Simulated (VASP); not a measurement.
# GaN (P6_3mc) in VASP: further runs, part 3 of 3

VASP 6.6.1. The steps go on from the part before.

## Step 4: Single point, LDA

Contents of INCAR:

```
  PREC = Accurate
  ENCUT = 520
  EDIFF = 1E-6
  ISMEAR = 0
  SIGMA = 0.01
  LREAL = False
  LASPH = True
  NELM = 100
  ALGO = Normal
  ISIF = 2
  LWAVE = False
  LCHARG = False
  NBANDS = 26
```

Contents of KPOINTS:

```
regular mesh
0
Gamma
  12 12 6
```

Contents of POSCAR:

```
GaN
1.0
    3.1831494038      0.0000000000      0.0000000000
   -1.5915747019      2.7566882477      0.0000000000
    0.0000000000      0.0000000000      5.1836255107
Ga N
2 2
Direct
    0.3333333333      0.6666666667     -0.0008868064
    0.6666666667      0.3333333333      0.4991131936
    0.3333333333      0.6666666667      0.3758868064
    0.6666666667      0.3333333333      0.8758868064
```

Potentials or basis: VASP PAW LDA potentials, release 64 (Ga_d, N).

Run with:

```
> cat potpaw_LDA.64/Ga_d/POTCAR potpaw_LDA.64/N/POTCAR > POTCAR
> mpirun -np 1 vasp_std > vasp.out
```

OUTCAR:

```text
PREC = Accurate
   ENCUT = 520
   EDIFF = 1E-6
   ISMEAR = 0
   LREAL = False
   LASPH = True
   NELM = 100
   ISIF = 2

 ion  position               nearest neighbor table
   1  0.333  0.667  0.999-   4 1.95   4 1.95   4 1.95   3 1.95
   2  0.667  0.333  0.499-   3 1.95   3 1.95   3 1.95   4 1.95
   3  0.333  0.667  0.376-   2 1.95   2 1.95   2 1.95   1 1.95
   4  0.667  0.333  0.876-   1 1.95   1 1.95   1 1.95   2 1.95

  LATTYP: Found a hexagonal cell.
 ALAT       =     3.1831494038
 C/A-ratio  =     1.6284581253

  Lattice vectors:

 A1 = (   3.1831494038,   0.0000000000,   0.0000000000)
 A2 = (  -1.5915747019,   2.7566882477,   0.0000000000)
 A3 = (   0.0000000000,   0.0000000000,   5.1836255107)

Analysis of symmetry for initial positions (statically):
=====================================================================
 Subroutine PRICEL returns:
 Original cell was already a primitive cell.

 Routine SETGRP: Setting up the symmetry group for a
 hexagonal supercell.

 Subroutine GETGRP returns: Found 12 space group operations
 (whereof  6 operations were pure point group operations)
 out of a pool of 24 trial point group operations.

The static configuration has the point symmetry C_3v.
 The point group associated with its full space group is C_6v.

Analysis of symmetry for dynamics (positions and initial velocities):
=====================================================================
 Subroutine PRICEL returns:
 Original cell was already a primitive cell.

 Routine SETGRP: Setting up the symmetry group for a
 hexagonal supercell.

 Subroutine GETGRP returns: Found 12 space group operations
 (whereof  6 operations were pure point group operations)
 out of a pool of 24 trial point group operations.

The dynamic configuration has the point symmetry C_3v.
 The point group associated with its full space group is C_6v.

 Subroutine INISYM returns: Found 12 space group operations
 (whereof  6 operations are pure point group operations),
 and found     1 'primitive' translations

----------------------------------------------------------------------------------------

                                     Primitive cell

  volume of cell :      45.4861

  direct lattice vectors                    reciprocal lattice vectors
     3.183149404  0.000000000  0.000000000     0.314154277  0.181377056  0.000000000
    -1.591574702  2.756688248  0.000000000     0.000000000  0.362754113  0.000000000
     0.000000000  0.000000000  5.183625511     0.000000000  0.000000000  0.192915171

  length of vectors
     3.183149404  3.183149404  5.183625511     0.362754113  0.362754113  0.192915171

  position of ions in fractional coordinates (direct lattice)
     0.333333333  0.666666667  0.999113194
     0.666666667  0.333333333  0.499113194
     0.333333333  0.666666667  0.375886806
     0.666666667  0.333333333  0.875886806

  ion indices of the primitive-cell ions
   primitive index   ion index
                 1           1
                 2           2
                 3           3
                 4           4

----------------------------------------------------------------------------------------

 KPOINTS: regular mesh

Automatic generation of k-mesh.
 Grid dimensions read from file:
 generate k-points for:   12   12    6

 Generating k-lattice:

  Cartesian coordinates                     Fractional coordinates (reciprocal lattice)
     0.026179523  0.015114755  0.000000000     0.083333333  0.000000000  0.000000000
     0.000000000  0.030229509  0.000000000     0.000000000  0.083333333  0.000000000
     0.000000000  0.000000000  0.032152528     0.000000000  0.000000000  0.166666667

  Length of vectors
     0.030229509  0.030229509  0.032152528

  Shift w.r.t. Gamma in fractional coordinates (k-lattice)
     0.000000000  0.000000000  0.000000000

 Subroutine IBZKPT returns following result:
 ===========================================

 Found     76 irreducible k-points:

 Following reciprocal coordinates:
            Coordinates               Weight
  0.000000  0.000000  0.000000      1.000000
  0.083333  0.000000  0.000000      6.000000
  0.166667 -0.000000  0.000000      6.000000
  0.250000  0.000000  0.000000      6.000000
  0.333333  0.000000  0.000000      6.000000
  0.416667  0.000000  0.000000      6.000000
[... 16 lines left out ...]
  0.250000  0.000000  0.166667     12.000000
  0.333333  0.000000  0.166667     12.000000
 [... further k-points ...]
   k-points           NKPTS =     76   k-points in BZ     NKDIM =     76   number of bands    NBANDS=     26
   number of dos      NEDOS =    301   number of ions     NIONS =      4
   total plane-waves  NPLWV =  23040
   dimension x,y,z NGX =    24 NGY =   24 NGZ =   40
   dimension x,y,z NGXF=    48 NGYF=   48 NGZF=   80
   ions per type =               2   2
   NGX,Y,Z   is equivalent  to a cutoff of  12.53, 12.53, 12.83 a.u.
   NGXF,Y,Z  is equivalent  to a cutoff of  25.07, 25.07, 25.66 a.u.
 SYSTEM =  unknown system
   PREC   = accura    normal or accurate (medium, high low for compatibility)
   ISTART =      0    job   : 0-new  1-cont  2-samecut
   ICHARG =      2    charge: 1-file 2-atom 10-const
   ISPIN  =      1    spin polarized calculation?
   LNONCOLLINEAR =      F non collinear calculations
   LSORBIT =      F    spin-orbit coupling
   LASPH  =      T    aspherical Exc in radial PAW
   ENCUT  =  520.0 eV  38.22 Ry    6.18 a.u.   5.92  5.92  9.64*2*pi/ulx,y,z
   NELM   =    100;   NELMIN=  2; NELMDL= -5     # of ELM steps
   EDIFF  = 0.1E-05   stopping-criterion for ELM
   LREAL  =      F    real-space projection
   EDIFFG = 0.1E-04   stopping-criterion for IOM
   NSW    =      0    number of steps for IOM
   IBRION =     -1    ionic relax: 0-MD 1-quasi-New 2-CG
   NFREE  =      0    steps in history (QN), initial steepest desc. (CG)
   ISIF   =      2    stress and relaxation
   ISYM   =      2    0-nonsym 1-usesym 2-fastsym
   POTIM  = 0.5000    time-step for ionic-motion
   TEBEG  =    0.0;   TEEND  =   0.0 temperature during run
   PSTRESS=    0.0 pullay stress
   NELECT =      36.0000    total number of electrons
   NUPDOWN=      -1.0000    fix difference up-down
   EMIN   =  10.00;   EMAX   =-10.00  energy-range for DOS
   EFERMI =   0.00;   METHOD = LEGACY
   ISMEAR =     0;   SIGMA  =   0.01  broadening in eV -4-tet -1-fermi 0-gaus
   EFERMI_NEDOS =   21; number of points for ismear=-14 and -15
   IALGO  =     38    algorithm
   IMIX   =      4    mixing-type and parameters
     AMIX     =   0.40;   BMIX     =  1.00
     AMIX_MAG =   1.60;   BMIX_MAG =  1.00
  volume/ion in A,a.u.               =      11.37        76.74
  Fermi-wavevector in a.u.,A,eV,Ry     =   1.514315  2.861640 31.200200  2.293150
  Thomas-Fermi vector in A             =   2.623989
   LORBIT       =      0    0 simple, 1 ext, 2 COOP (PROOUT), +10 PAW based schemes
   GGA     = CA    functional components
   LHFCALC =     F    Hartree Fock is set to
   AEXX    =    0.0000 exact exchange contribution
   IVDW    =     0    specifies the selected vdW correction
   LEPSILON=     F    determine dielectric tensor
   LRPA    =     F    only Hartree local field effects (RPA)
 non-spin polarized calculation
 Gauss-broadening in eV      SIGMA  =   0.01
  energy-cutoff  :      520.00
  volume of cell :       45.49
 maximum number of plane-waves:      1248
 NGX is ok and might be reduce to    24
   NGX = 11   NGY = 11   NGZ = 19

 number of electron      35.9999991 magnetization

 Free energy of the ion-electron system (eV)
  ---------------------------------------------------
  ext. energy  EPLUGINS =         0.00000000
  ---------------------------------------------------
  free energy    TOTEN  =       -27.89672590 eV

  energy without entropy =      -27.89672590  energy(sigma->0) =      -27.89672590

 E-fermi :   5.1985     XC(G=0): -12.1451

 val. band max:        5.1163705301   @ k =   0.0000   0.0000   0.0000
 cond. band min:       7.0742607341   @ k =   0.0000   0.0000   0.0000
 fundamental gap:      1.9578902041
 Fermi energy:         5.1984876028

 k-point     1 :       0.0000    0.0000    0.0000
  band No.  band energies     occupation
      1     -10.7703      2.00000
      2      -9.8902      2.00000
      3      -8.4375      2.00000
      4      -8.4221      2.00000
      5      -8.4221      2.00000
      6      -8.3607      2.00000
[... 685 lines left out ...]
     25      16.3071      0.00000
     26      18.0779      0.00000

 [... further k-points ...]

------------------------ aborting loop because EDIFF is reached ----------------------------------------

  FORCE on cell =-STRESS in cart. coord.  units (eV):
  Direction    XX          YY          ZZ          XY          YZ          ZX
  --------------------------------------------------------------------------------------
  -------------------------------------------------------------------------------------
  Total       -1.2789841     -1.2789841     -1.2075271      0.0000000     -0.0000000     -0.0000000
  in kB      -45.0502725    -45.0502725    -42.5333099      0.0000000     -0.0000000     -0.0000000
  external PRESSURE =     -44.2112849 kB  Pullay stress =       0.0000000 kB

 VOLUME and BASIS-vectors are now :
 -----------------------------------------------------------------------------
  energy-cutoff  :      520.00
  volume of cell :       45.49
      direct lattice vectors                 reciprocal lattice vectors
     3.183149404  0.000000000  0.000000000     0.314154277  0.181377056  0.000000000
    -1.591574702  2.756688248  0.000000000     0.000000000  0.362754113  0.000000000
     0.000000000  0.000000000  5.183625511     0.000000000  0.000000000  0.192915171

 POSITION                                       TOTAL-FORCE (eV/Angst)
 -----------------------------------------------------------------------------------
     -0.00000      1.83779      5.17903         0.000000     -0.000000      0.006558
      1.59157      0.91890      2.58722        -0.000000      0.000000      0.006558
     -0.00000      1.83779      1.94846         0.000000      0.000000     -0.006558
      1.59157      0.91890      4.54027        -0.000000      0.000000     -0.006558
 -----------------------------------------------------------------------------------
    total drift:                               -0.000001     -0.000001     -0.000210

  FREE ENERGIE OF THE ION-ELECTRON SYSTEM (eV)
  ---------------------------------------------------
  free  energy   TOTEN  =       -27.8967258980 eV

  energy  without entropy=      -27.8967258980  energy(sigma->0) =      -27.89672590
```

OSZICAR:

```text
N       E                     dE             d eps       ncg     rms          rms(c)
DAV:   1     0.278725341915E+03    0.27873E+03   -0.17646E+04  4346   0.258E+03
[... 12 lines left out ...]
DAV:  14    -0.278968151385E+02   -0.48868E-04   -0.27363E-05  4794   0.491E-02    0.200E-01
DAV:  15    -0.278968466677E+02   -0.31529E-04   -0.14598E-05  5678   0.263E-02    0.237E-01
DAV:  16    -0.278967981073E+02    0.48560E-04   -0.16206E-05  4886   0.441E-02    0.188E-01
DAV:  17    -0.278967386289E+02    0.59478E-04   -0.72378E-05  5794   0.743E-02    0.839E-02
DAV:  18    -0.278967270237E+02    0.11605E-04   -0.29508E-05  5906   0.397E-02    0.250E-02
DAV:  19    -0.278967258737E+02    0.11500E-05   -0.37749E-06  4142   0.149E-02    0.668E-03
DAV:  20    -0.278967258980E+02   -0.24275E-07   -0.39695E-07  2176   0.419E-03
   1 F= -.27896726E+02 E0= -.27896726E+02  d E =-.676505E-34
```

stdout:

```text
POSCAR found type information on POSCAR GaN
 POSCAR found :  2 types and       4 ions
 scaLAPACK will be used
 LDA part: xc-table for (Slater(with rela. corr.)+CA(PZ))
 , standard interpolation
 POSCAR, INCAR and KPOINTS ok, starting setup
 FFT: planning ... GRIDC
 FFT: planning ... GRID_SOFT
 FFT: planning ... GRID
 WAVECAR not read
 entering main loop
```

It took 1.8 min on 1 thread of Intel Xeon 8259CL, shared host; peak memory 0.2 GiB.

What came out:

| Property | Result |
| --- | --- |
| Free energy | -27.8967 eV |
| Pressure | -4.4 GPa |
| Largest force | 0.007 eV/Å |
| Band gap on the k mesh | 1.96 eV |

Forces on the atoms (eV/Å):
```
Ga   0.000  0.000  0.007
Ga   0.000  0.000  0.007
N    0.000  0.000 -0.007
N    0.000  0.000 -0.007
```

Caveat: the cell stands under tension.

## Step 5: Single point, PBE

This run uses another cell than the first one, of 11.76 Å³/atom.

Contents of INCAR:

```
  PREC = Accurate
  ENCUT = 520
  EDIFF = 1E-6
  ISMEAR = -1
  SIGMA = 0.02
  LREAL = F
  LASPH = T
  NELM = 60
  ALGO = Normal
  ISIF = 2
  LWAVE = F
  LCHARG = F
  GGA = PE
  NBANDS = 26
```

KPOINTS is that of step 4.

Contents of POSCAR:

```
GaN
1.0
    3.2183180140      0.0000000000      0.0000000000
   -1.6091590070      2.7871451576      0.0000000000
    0.0000000000      0.0000000000      5.2432518876
Ga N
2 2
Direct
    0.3333333333      0.6666666667     -0.0008524590
    0.6666666667      0.3333333333      0.4991475410
    0.3333333333      0.6666666667      0.3758524590
    0.6666666667      0.3333333333      0.8758524590
```

Potentials or basis: VASP PAW PBE potentials, release 64 (Ga_d, N).

Run with:

```
> cat potpaw_PBE.64/Ga_d/POTCAR potpaw_PBE.64/N/POTCAR > POTCAR
> mpirun -np 1 vasp_std > vasp.out
```

Run time: 76 s. Hardware: 1 thread of Intel Xeon 8259CL, shared host; peak memory 0.21 GiB.

Results (log left out):

| Quantity | Value |
| --- | --- |
| Free energy | -24.3279 eV |
| Pressure | 0.1 GPa |
| Band gap on the k mesh | 1.72 eV |

Levels at points of the mesh, in eV from the valence-band top:
| k point | band 16 | band 17 | band 18 | band 19 | band 20 | band 21 |
| --- | --- | --- | --- | --- | --- | --- |
| (0.00, 0.00, 0.00) | -0.04 | 0.00 | 0.00 | 1.72 | 4.07 | 9.02 |
| (0.50, 0.00, 0.00) | -2.64 | -2.11 | -0.96 | 4.98 | 5.37 | 5.98 |
| (0.00, 0.00, 0.50) | -0.51 | -0.51 | -0.51 | 4.06 | 4.06 | 8.31 |
| (0.50, 0.00, 0.50) | -1.87 | -1.83 | -1.83 | 4.31 | 4.31 | 7.58 |

## Step 6: Single point, r2SCAN

Contents of POSCAR:

```
GaN
1.0
    3.1831494038      0.0000000000      0.0000000000
   -1.5915747019      2.7566882477      0.0000000000
    0.0000000000      0.0000000000      5.1836255107
Ga N
2 2
Direct
    0.3333333333      0.6666666667     -0.0008868064
    0.6666666667      0.3333333333      0.4991131936
    0.3333333333      0.6666666667      0.3758868064
    0.6666666667      0.3333333333      0.8758868064
```

Contents of INCAR.step1:

```
SYSTEM = GaN
PREC = Accurate ; ENCUT = 520
ISMEAR = -1 ; SIGMA = 0.02
LREAL = .FALSE. ; LASPH = .TRUE.
NELM = 60 ; NBANDS = 26
GGA = PE ; ALGO = Normal
EDIFF = 1E-4 ; LWAVE = .TRUE.
LCHARG = .FALSE.
```

Contents of INCAR.step2:

```
SYSTEM = GaN
PREC = Accurate ; ENCUT = 520
EDIFF = 1E-7 ; ISMEAR = -1
SIGMA = 0.02 ; LREAL = .FALSE.
LASPH = .TRUE. ; NELM = 60
ALGO = Normal ; ISIF = 2
LWAVE = .FALSE. ; LCHARG = .FALSE.
METAGGA = R2SCAN ; LMIXTAU = .TRUE.
NBANDS = 26 ; ISTART = 1
```

Contents of KPOINTS:

```
Automatic mesh
0
G
  12 12 4
  0 0 0
```

Potentials or basis: VASP PAW PBE potentials, release 64 (Ga_d, N).

Run with:

```
> cat potpaw_PBE.64/Ga_d/POTCAR potpaw_PBE.64/N/POTCAR > POTCAR
> cp INCAR.step1 INCAR
> mpirun -np 1 vasp_std > vasp.out
> cp INCAR.step2 INCAR
> mpirun -np 1 vasp_std > vasp.out
```

Run time: 4 min. Hardware: 1 thread of Intel Xeon 8259CL, shared host; peak memory 0.21 GiB.

It converged, with:

* Free energy: -43.8208 eV
* Pressure: 1.1 GPa
* Largest force: 0.005 eV/Å
* Band gap on the k mesh: 2.34 eV

Forces in eV/Å, atoms in the order of the input:
```
Ga   0.000  0.000  0.005
Ga   0.000  0.000  0.005
N    0.000  0.000 -0.005
N    0.000  0.000 -0.005
```

Stress tensor (GPa, compression positive):
```
1.12 0.00 0.00
0.00 1.12 0.00
0.00 0.00 1.00
```

Levels at points of the mesh, in eV from the valence-band top:
```csv
k point,band 16,band 17,band 18,band 19,band 20,band 21
"(0.00, 0.00, 0.00)",-0.04,0.00,0.00,2.34,4.81,9.96
"(0.50, 0.00, 0.00)",-2.84,-2.24,-1.03,5.58,6.12,6.55
"(0.00, 0.00, 0.50)",-0.55,-0.55,-0.55,4.77,4.77,9.18
"(0.50, 0.00, 0.50)",-2.01,-1.95,-1.95,4.89,4.89,8.42
```

Caveat: the PAW data sets were made with another functional, which shifts forces and pressure a little.

## Step 7: Overview

```csv
level,potentials or basis,cell,k mesh,smearing,gap on the mesh (eV),pressure (GPa),largest force (eV/Å)
PBEsol,"VASP PAW PBE potentials, release 64 (Ga_d, N)","a = 3.183, b = 3.183, c = 5.185 Å, angles 90.0, 90.0, 120.0°, 4 atoms, atomic positions A",12 × 12 × 4,fermi-dirac 0.02 eV,1.89,-0.1,-
PBE,"VASP PAW PBE potentials, release 64 (Ga_d, N)","a = 3.183, b = 3.183, c = 5.184 Å, angles 90.0, 90.0, 120.0°, 4 atoms, atomic positions B",12 × 12 × 6,fermi-dirac 0.02 eV,1.94,6.2,-
LDA,"VASP PAW LDA potentials, release 64 (Ga_d, N)","a = 3.183, b = 3.183, c = 5.184 Å, angles 90.0, 90.0, 120.0°, 4 atoms, atomic positions B",12 × 12 × 6,gaussian 0.01 eV,1.96,-4.4,0.01
PBE,"VASP PAW PBE potentials, release 64 (Ga_d, N)","a = 3.218, b = 3.218, c = 5.243 Å, angles 90.0, 90.0, 120.0°, 4 atoms, atomic positions A",12 × 12 × 6,fermi-dirac 0.02 eV,1.72,0.1,-
r2SCAN,"VASP PAW PBE potentials, release 64 (Ga_d, N)","a = 3.183, b = 3.183, c = 5.184 Å, angles 90.0, 90.0, 120.0°, 4 atoms, atomic positions B",12 × 12 × 4,fermi-dirac 0.02 eV,2.34,1.1,0.01
```

Alike in all rows: task single point; no spin polarisation; cutoff (eV) 520.

Caveats: the PAW data sets were made with another functional, which shifts forces and pressure a little (at least some runs); the cell stands under pressure (at least some runs); the cell stands under tension (at least some runs).

Absolute energies hang on the potentials; compare differences alone.
